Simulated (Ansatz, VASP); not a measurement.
One calculation of AlNi, two programs

INCAR

```
SYSTEM = AlNi
PREC     = Accurate       ! precision mode
ENCUT    = 520            ! plane-wave cutoff, eV
EDIFF    = 1E-6           ! SCF threshold, eV
ISMEAR   = 0              ! smearing method
SIGMA    = 0.1            ! smearing width, eV
LREAL    = .False.        ! projectors in reciprocal space
LASPH    = .True.         ! aspherical terms in the spheres
NELM     = 60             ! most SCF steps
ALGO     = Normal         ! electronic algorithm
ISIF     = 2              ! what is computed and relaxed
LWAVE    = .False.        ! write WAVECAR
LCHARG   = .True.         ! write CHGCAR
GGA      = PE             ! functional
LELF     = .True.         ! ELF
LVHAR    = .True.       
NBANDS   = 14             ! bands
```

Contents of KPOINTS:

```
Automatic mesh
0
Gamma
  14 14 14
  0 0 0
```

File POSCAR:

```
AlNi
1.0
    2.9498250655      0.0000000000      0.0000000000
    0.0000000000      2.9498250655      0.0000000000
    0.0000000000      0.0000000000      2.9498250655
Al Ni
1 1
Direct
    0.0000000000      0.0000000000      0.0000000000
    0.5000000000      0.5000000000      0.5000000000
```

Input for Ansatz:

```yaml
crystal:
  lattice:
    - [2.9498250675, 0.0, 0.0]
    - [0.0, 2.9498250675, 0.0]
    - [0.0, 0.0, 2.9498250675]
  atoms:
    - { symbol: Al, position: [0.0, 0.0, 0.0] }
    - { symbol: Ni, position: [0.5, 0.5, 0.5] }
basis:
  ecutwfc: 420
kpoints:
  mp_grid: { grid: [14, 14, 14] }
hamiltonian:
  xc: pbe
scf:
  occupations: { method: gaussian, width: 0.1 }
output:
  forces: true
  stress: true
  eigenvalues: true
```

Alike in both runs: task single point; functional PBE; k mesh 14 × 14 × 14; occupations gaussian, width 0.1 eV; no spin polarisation.

|  | VASP | Ansatz |
| --- | --- | --- |
| version | VASP 6.6.1 | Ansatz 0.2.0 |
| potentials or method | VASP PAW PBE potentials, release 64 (Al, Ni), cutoff 520 eV | scalar-relativistic, plane waves, PAW |
| valence electrons in the cell | 13 | 21 |

|  | VASP | Ansatz | Ansatz less VASP |
| --- | --- | --- | --- |
| gap on the k mesh at the Fermi level (eV) | none | none | - |
| pressure (GPa) | -8.1 | -8.2 | -0.10 |

A gap of «none» marks a metal or a gap that the smearing closes. VASP's potentials hold 13 valence electrons a cell and Ansatz's 21, so a difference there can come from the potentials and not from the codes.
